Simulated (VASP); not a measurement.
Ir: relaxation of shape and atoms at fixed volume with PBE

The system is Ir.

```
CELL_PARAMETERS angstrom
-2.21421 2.21421 1.25693
2.21421 -2.21421 1.25693
2.21421 2.21421 -1.25693
ATOMIC_POSITIONS crystal
Ir 0.62500 0.87500 0.75000
Ir 0.37500 0.12500 0.25000
```

- Program: VASP 6.6.1
- Task: relaxation of shape and atoms at fixed volume
- Functional: PBE
- Potentials or basis: VASP PAW PBE potentials, release 64 (Ir)
- Cutoff: 600 eV
- k mesh: 18 × 18 × 18
- Occupations: fermi-dirac, width 0.05 eV
- Spin: no spin polarisation
- Dipole correction: no
- Further INCAR settings: ALGO = Normal; EDIFF = 1e-06; IBRION = 2; EDIFFG = -0.005; NSW = 50; ISIF = 4

```
Energy gained by relaxing : 13.0 meV/atom
Ionic steps               : 4
Pressure after relaxing   : 147.3 GPa
Band gap on the k mesh    : zero (band 9 reaches 15.21 eV, above the bottom of band 10 at 11.20 eV)
```

The path:
| step | energy change (eV) | largest force (eV/Å) | pressure (GPa) | volume (Å³) |
| --- | --- | --- | --- | --- |
| 1 | 0.0000 | 0.0000 | 148.36 | 24.65 |
| 2 | 0.1785 | 0.0000 | 148.98 | 24.65 |
| 3 | -0.0259 | 0.0000 | 147.36 | 24.65 |
| 4 | -0.0260 | 0.0000 | 147.35 | 24.65 |

Final structure:
```
Ir
1.0
    -2.23076    2.23076    1.23836
     2.23076   -2.23076    1.23836
     2.23076    2.23076   -1.23836
Ir
2
Cartesian
  2.2308 1.1154 0.9288
  0.0000 1.1154 0.3096
```

Levels at points of the mesh, in eV from the Fermi level:
```csv
k point,band 5,band 6,band 7,band 8,band 9,band 10,band 11,band 12,band 13
"(0.00, 0.00, 0.00)",-6.27,-1.52,-1.52,-1.43,-1.43,2.37,4.27,6.21,6.21
"(0.50, 0.00, 0.00)",-4.05,-3.24,-2.18,-1.02,0.82,1.03,4.28,7.76,8.61
"(0.50, 0.50, 0.00)",-4.97,-4.97,-2.64,-2.64,0.19,0.19,0.84,0.84,13.77
"(0.50, 0.50, 0.50)",-2.20,-2.20,-1.80,-1.80,-0.75,-0.75,-0.70,-0.70,8.92
```

Run time: 7.7 min on 1 thread of Oxide Virtual Turin-like Processor (shared host), peak memory 0.28 GiB.

Caveat: spin-orbit coupling is left out, which moves the levels of the heavy elements.
